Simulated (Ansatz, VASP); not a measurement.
# Zn: VASP beside Ansatz

POSCAR

```
Zn
1.0
   -1.5267138901      1.5267138901      1.5267138901
    1.5267138901     -1.5267138901      1.5267138901
    1.5267138901      1.5267138901     -1.5267138901
Zn
1
Direct
    0.0000000000      0.0000000000      0.0000000000
```

File INCAR.step1:

```
ALGO = Normal ; EDIFF = 1E-4
ENCUT = 520 ; GGA = PE
ISMEAR = -1 ; LASPH = T
LCHARG = F ; LREAL = F
LWAVE = T ; NBANDS = 12
NELM = 80 ; PREC = Accurate
SIGMA = 0.1
```

File INCAR.step2:

```
ALGO = Normal ; EDIFF = 1E-7
ENCUT = 520 ; ISIF = 2
ISMEAR = -1 ; ISTART = 1
LASPH = T ; LCHARG = T
LELF = T ; LMIXTAU = T
LREAL = F ; LVHAR = T
LWAVE = F ; METAGGA = R2SCAN
NBANDS = 12 ; NELM = 80
PREC = Accurate ; SIGMA = 0.1
```

File KPOINTS:

```
k-points
0
Gamma
  7 7 7
```

Input for Ansatz:

```yaml
crystal:
  lattice:
    - [-1.5267138901375124, 1.5267138901375126, 1.5267138901375124]
    - [1.5267138901375124, -1.5267138901375126, 1.5267138901375124]
    - [1.5267138901375124, 1.5267138901375124, -1.5267138901375124]
  atoms:
    - { symbol: Zn, position: [5.684953492065287e-34, -2.3707285893627538e-33, -2.3180788633175745e-33] }
kpoints:
  mp_grid:
    grid: [7, 7, 7]
hamiltonian:
  xc: r2scan
scf:
  occupations:
    method: fermi_dirac
output:
  forces: true
  stress: true
```

Alike in both runs: task single point; functional r2SCAN; k mesh 7 × 7 × 7; no spin polarisation.

```csv
,VASP,Ansatz
version,VASP 6.6.1,Ansatz 0.2.0
potentials or method,"VASP PAW PBE potentials, release 64 (Zn)","plane waves, PAW"
plane-wave cutoff (eV),520,500
occupations,"fermi-dirac, width 0.1 eV",fermi-dirac
valence electrons in the cell,12,12
```

Ansatz gave:

| Item | Value |
| --- | --- |
| pressure (GPa) | 0.6 |

**Question.** Estimate VASP's values.

**Answer.** Pressure (GPa): 1.1.

VASP's potentials were made for PBE, not for r2SCAN.

The k mesh is coarse, so the values compare programs but aren't converged.
